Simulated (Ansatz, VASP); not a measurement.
# Two plane-wave programs on TaN

```xyz
2
Lattice="2.8785 0.0000 0.0000 -1.4393 2.4929 0.0000 0.0000 0.0000 2.8246" Properties=species:S:1:pos:R:3 pbc="T T T"
Ta    0.0000    1.6619    1.4123
N     0.0000    0.0000    0.0000
```

Change from the starting cell: volume scaled by 0.9405, PAW files.

Alike in both runs: task electric field gradients; functional PBE; k mesh 12 × 12 × 10; occupations fermi-dirac, width 0.02 eV; no spin polarisation.

```csv
,VASP,Ansatz
version,VASP 6.6.1,Ansatz 0.2.0
potentials or method,"VASP PAW PBE potentials, release 64 (Ta_pv, N)","PAW with Ansatz's default frozen-core files, scalar-relativistic"
plane-wave cutoff (eV),520,420
valence electrons in the cell,16,18
```

Ansatz gave:

- pressure (GPa): 29.7
- traceless stress, the component that is largest in VASP (GPa): 2.65
- size of Vzz on the site where it differs most (V/Å²): 43.9

Which values does VASP return?

Pressure (GPa): 30.7; traceless stress, the component that is largest in VASP (GPa): 2.80; size of Vzz on the site where it differs most (V/Å²): 11.1.

Both programs put the cell under a high pressure, so it lies far from rest at this level. The functional is the same, so the differences come from potentials, cutoffs and numerics. VASP's potentials hold 16 valence electrons a cell and Ansatz's 18, so a difference there can come from the potentials and not from the codes.

Spin-orbit coupling is off throughout.
